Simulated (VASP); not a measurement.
# HfB2 (P6/mmm) in VASP: single point with PBE

Aim: the single point of HfB2 with PBE.

Everything below comes from runs of VASP 6.6.1. Logs are shortened: lines on timing, memory, paths and dates and some standing lists are left out, and cuts for length are marked.

## (1) The cell of the first run

The structure is hexagonal, space group P6/mmm (No. 191). Conventional cell: a = 3.164 Å, b = 3.164 Å, c = 3.426 Å, α = 90.00°, β = 90.00°, γ = 120.00°. Hf (site symmetry 6/mmm) has 12 B at 2.50 Å and 6 Hf at 3.16 Å within 3.3 Å. B (site symmetry -6m2) has 3 B at 1.83 Å within 2.4 Å.

## (2) Single point, PBE, non-collinear spin, zero start, spin-orbit coupling

The input, INCAR:

```
PREC = Accurate ; ENCUT = 520
EDIFF = 1E-7 ; ISMEAR = 0
SIGMA = 0.05 ; LREAL = False
LASPH = True ; NELM = 150
ALGO = Normal ; ISIF = 2
LWAVE = False ; LCHARG = False
MAGMOM = 0 0 0 0 0 0 0 0 0 ; LORBIT = 11
LSORBIT = True ; GGA_COMPAT = False
LORBMOM = True ; LMAXMIX = 4
GGA = PE ; NBANDS = 29
```

The input, KPOINTS:

```
Automatic mesh
0
Gamma
  10 10 8
```

The input, POSCAR:

```
HfB2
1.0
    3.1644815100      0.0000000000      0.0000000000
   -1.5822407550      2.7405213774      0.0000000000
    0.0000000000      0.0000000000      3.4263805287
Hf B
1 2
Direct
    0.0000000000      0.0000000000      0.0000000000
    0.3333333333      0.6666666667      0.5000000000
    0.6666666667      0.3333333333      0.5000000000
```

Potentials or basis: VASP PAW PBE potentials, release 64 (Hf_pv, B).

Run with:

```bash
> cat potpaw_PBE.64/Hf_pv/POTCAR potpaw_PBE.64/B/POTCAR > POTCAR
> mpirun -np 1 vasp_ncl > vasp.out
```

OUTCAR:

```text
PREC = Accurate
   ENCUT = 520
   EDIFF = 1E-7
   ISMEAR = 0
   LREAL = False
   LASPH = True
   NELM = 150
   ISIF = 2
   LORBIT = 11
   LSORBIT = True
   GGA = PE

 ion  position               nearest neighbor table
   1  0.000  0.000  0.000-   2 2.50   3 2.50   2 2.50   3 2.50   2 2.50   2 2.50   3 2.50   3 2.50
                             3 2.50   3 2.50   2 2.50   2 2.50
   2  0.333  0.667  0.500-   3 1.83   3 1.83   3 1.83   1 2.50   1 2.50   1 2.50   1 2.50   1 2.50
                             1 2.50
   3  0.667  0.333  0.500-   2 1.83   2 1.83   2 1.83   1 2.50   1 2.50   1 2.50   1 2.50   1 2.50
                             1 2.50

  LATTYP: Found a hexagonal cell.
 ALAT       =     3.1644815100
 C/A-ratio  =     1.0827620632

  Lattice vectors:

 A1 = (   3.1644815100,   0.0000000000,   0.0000000000)
 A2 = (  -1.5822407550,   2.7405213774,   0.0000000000)
 A3 = (   0.0000000000,   0.0000000000,   3.4263805287)

Analysis of symmetry for initial positions (statically):
=====================================================================
 Subroutine PRICEL returns:
 Original cell was already a primitive cell.

 Routine SETGRP: Setting up the symmetry group for a
 hexagonal supercell.

 Subroutine GETGRP returns: Found 24 space group operations
 (whereof 24 operations were pure point group operations)
 out of a pool of 24 trial point group operations.

The static configuration has the point symmetry D_6h.

Analysis of symmetry for dynamics (positions and initial velocities):
=====================================================================
 Subroutine PRICEL returns:
 Original cell was already a primitive cell.

 Routine SETGRP: Setting up the symmetry group for a
 hexagonal supercell.

 Subroutine GETGRP returns: Found 24 space group operations
 (whereof 24 operations were pure point group operations)
 out of a pool of 24 trial point group operations.

The dynamic configuration has the point symmetry D_6h.

Analysis of structural, dynamic, and magnetic symmetry:
=====================================================================
 Subroutine PRICEL returns:
 Original cell was already a primitive cell.

 Routine SETGRP: Setting up the symmetry group for a
 hexagonal supercell.

 Subroutine GETGRP returns: Found 24 space group operations
 (whereof 24 operations were pure point group operations)
 out of a pool of 24 trial point group operations.

The overall configuration has the point symmetry D_6h.

 Subroutine INISYM returns: Found 24 space group operations
 (whereof 24 operations are pure point group operations),
 and found     1 'primitive' translations

----------------------------------------------------------------------------------------

                                     Primitive cell

  volume of cell :      29.7147

  direct lattice vectors                    reciprocal lattice vectors
     3.164481510  0.000000000  0.000000000     0.316007535  0.182447035  0.000000000
    -1.582240755  2.740521377  0.000000000     0.000000000  0.364894070  0.000000000
     0.000000000  0.000000000  3.426380529     0.000000000  0.000000000  0.291853164

  length of vectors
     3.164481510  3.164481510  3.426380529     0.364894070  0.364894070  0.291853164

  position of ions in fractional coordinates (direct lattice)
     0.000000000  0.000000000  0.000000000
     0.333333333  0.666666667  0.500000000
     0.666666667  0.333333333  0.500000000

  ion indices of the primitive-cell ions
   primitive index   ion index
                 1           1
                 2           2
                 3           3

----------------------------------------------------------------------------------------

 KPOINTS: Automatic mesh

Automatic generation of k-mesh.
 Grid dimensions read from file:
 generate k-points for:   10   10    8

[... 104 lines left out ...]

 number of electron      16.0000001 magnetization      -0.0000000     -0.0000000     -0.0000000

 number of electron      16.0000001 magnetization       0.0000000      0.0000000     -0.0000000

 Free energy of the ion-electron system (eV)
  ---------------------------------------------------
  ext. energy  EPLUGINS =         0.00000000
  ---------------------------------------------------
  free energy    TOTEN  =       -27.04634673 eV

  energy without entropy =      -27.04550630  energy(sigma->0) =      -27.04592652

 E-fermi :   7.5258     XC(G=0): -12.6020

 val. band max:        7.5070618070   @ k =   0.2000   0.2000   0.1250
 cond. band min:       7.6773552168   @ k =   0.0000   0.0000   0.5000
 fundamental gap:      0.1702934098
 Fermi energy:         7.5258097458

 k-point     1 :       0.0000    0.0000    0.0000
  band No.  band energies     occupation
      1     -27.4020      1.00000
      2     -27.4020      1.00000
      3     -20.5822      1.00000
      4     -20.5822      1.00000
      5     -20.2409      1.00000
      6     -20.2409      1.00000
[... 733 lines left out ...]
     27      16.1125      0.00000
     28      16.1125      0.00000

 [... further k-points ...]

 [bands above 28 left out]

------------------------ aborting loop because EDIFF is reached ----------------------------------------

  FORCE on cell =-STRESS in cart. coord.  units (eV):
  Direction    XX          YY          ZZ          XY          YZ          ZX
  --------------------------------------------------------------------------------------
  -------------------------------------------------------------------------------------
  Total       -0.4464093     -0.4464093      1.2682382      0.0000000     -0.0000000      0.0000000
  in kB      -24.0697986    -24.0697986     68.3817259      0.0000000     -0.0000000      0.0000000
  external PRESSURE =       6.7473762 kB  Pullay stress =       0.0000000 kB

 VOLUME and BASIS-vectors are now :
 -----------------------------------------------------------------------------
  energy-cutoff  :      520.00
  volume of cell :       29.71
      direct lattice vectors                 reciprocal lattice vectors
     3.164481510  0.000000000  0.000000000     0.316007535  0.182447035  0.000000000
    -1.582240755  2.740521377  0.000000000     0.000000000  0.364894070  0.000000000
     0.000000000  0.000000000  3.426380529     0.000000000  0.000000000  0.291853164

 POSITION                                       TOTAL-FORCE (eV/Angst)
 -----------------------------------------------------------------------------------
      0.00000      0.00000      0.00000        -0.000000      0.000000      0.000000
     -0.00000      1.82701      1.71319        -0.000000      0.000000      0.000000
      1.58224      0.91351      1.71319         0.000000      0.000000     -0.000000
 -----------------------------------------------------------------------------------
    total drift:                               -0.000000      0.000000     -0.000000

  FREE ENERGIE OF THE ION-ELECTRON SYSTEM (eV)
  ---------------------------------------------------
  free  energy   TOTEN  =       -27.0463467281 eV

  energy  without entropy=      -27.0455063022  energy(sigma->0) =      -27.04592652

 orbital moment (x)

 # of ion     p       d       tot
 ----------------------------------------
  1        -0.000  -0.000  -0.000
  2         0.000   0.000   0.000
  3         0.000   0.000   0.000
 ----------------------------------------
           -0.000  -0.000  -0.000

 orbital moment (y)

 # of ion     p       d       tot
 ----------------------------------------
  1         0.000   0.000   0.000
  2         0.000   0.000   0.000
  3        -0.000   0.000  -0.000
 ----------------------------------------
           -0.000   0.000  -0.000

 orbital moment (z)

 # of ion     p       d       tot
 ----------------------------------------
  1         0.000   0.000   0.000
  2         0.000   0.000   0.000
  3         0.000   0.000   0.000
 ----------------------------------------
            0.000   0.000   0.000

 Spin-Orbit-Coupling matrix elements

 Ion:    1  E_soc:     -1.3144085
 l=   1
     0.0000000    -0.2106563    -0.2112928
    -0.2106563     0.0000000    -0.2106563
    -0.2112928    -0.2106563     0.0000000
 l=   2
     0.0000000    -0.0016124     0.0000000    -0.0016124    -0.0076003
    -0.0016124     0.0000000    -0.0045755    -0.0013979    -0.0016124
     0.0000000    -0.0045755     0.0000000    -0.0045755     0.0000000
    -0.0016124    -0.0013979    -0.0045755     0.0000000    -0.0016124
    -0.0076003    -0.0016124     0.0000000    -0.0016124     0.0000000
 l=   3
     0.0000000     0.0000000     0.0000000     0.0000000     0.0000000     0.0000000     0.0000000
     0.0000000     0.0000000     0.0000000     0.0000000     0.0000000     0.0000000     0.0000000
     0.0000000     0.0000000     0.0000000     0.0000000     0.0000000     0.0000000     0.0000000
     0.0000000     0.0000000     0.0000000     0.0000000     0.0000000     0.0000000     0.0000000
[... 29 lines left out ...]
 l=   2
     0.0000000     0.0000000     0.0000000     0.0000000     0.0000000
     0.0000000     0.0000000     0.0000000     0.0000000     0.0000000
     0.0000000     0.0000000     0.0000000     0.0000000     0.0000000
     0.0000000     0.0000000     0.0000000     0.0000000     0.0000000
     0.0000000     0.0000000     0.0000000     0.0000000     0.0000000
 l=   3
     0.0000000     0.0000000     0.0000000     0.0000000     0.0000000     0.0000000     0.0000000
     0.0000000     0.0000000     0.0000000     0.0000000     0.0000000     0.0000000     0.0000000
     0.0000000     0.0000000     0.0000000     0.0000000     0.0000000     0.0000000     0.0000000
     0.0000000     0.0000000     0.0000000     0.0000000     0.0000000     0.0000000     0.0000000
     0.0000000     0.0000000     0.0000000     0.0000000     0.0000000     0.0000000     0.0000000
     0.0000000     0.0000000     0.0000000     0.0000000     0.0000000     0.0000000     0.0000000
     0.0000000     0.0000000     0.0000000     0.0000000     0.0000000     0.0000000     0.0000000

 total charge

# of ion       s       p       d       tot
------------------------------------------
    1        0.297   6.639   1.850   8.786
    2        0.661   1.267   0.000   1.928
    3        0.661   1.267   0.000   1.928
--------------------------------------------------
tot          1.619   9.172   1.850  12.641

 magnetization (x)

# of ion       s       p       d       tot
------------------------------------------
    1       -0.000  -0.000  -0.000  -0.000
    2       -0.000   0.000   0.000  -0.000
    3       -0.000   0.000   0.000  -0.000
--------------------------------------------------
tot         -0.000  -0.000  -0.000  -0.000

 magnetization (y)

# of ion       s       p       d       tot
------------------------------------------
    1        0.000   0.000   0.000   0.000
    2       -0.000   0.000   0.000  -0.000
    3       -0.000   0.000   0.000  -0.000
--------------------------------------------------
tot         -0.000   0.000   0.000  -0.000

 magnetization (z)

# of ion       s       p       d       tot
------------------------------------------
    1        0.000   0.000   0.000   0.000
    2        0.000   0.000   0.000   0.000
    3        0.000   0.000   0.000   0.000
--------------------------------------------------
tot          0.000   0.000   0.000   0.000
```

It took 7 min on 1 thread of AMD EPYC 7R13, shared host; peak memory 0.23 GiB.

Results:

- Free energy: -27.0463 eV
- Pressure: 0.7 GPa
- Net moment: 0.00 μB per cell
- Valence electrons inside the program's atomic spheres: Hf 8.79; B 1.93

Stress tensor (GPa, compression positive):
```
-2.41  0.00  0.00
 0.00 -2.41  0.00
 0.00  0.00  6.84
```

Moments on the atoms (μB; x, y, z):
```
Hf  0.00 0.00 0.00
B   0.00 0.00 0.00
B   0.00 0.00 0.00
```
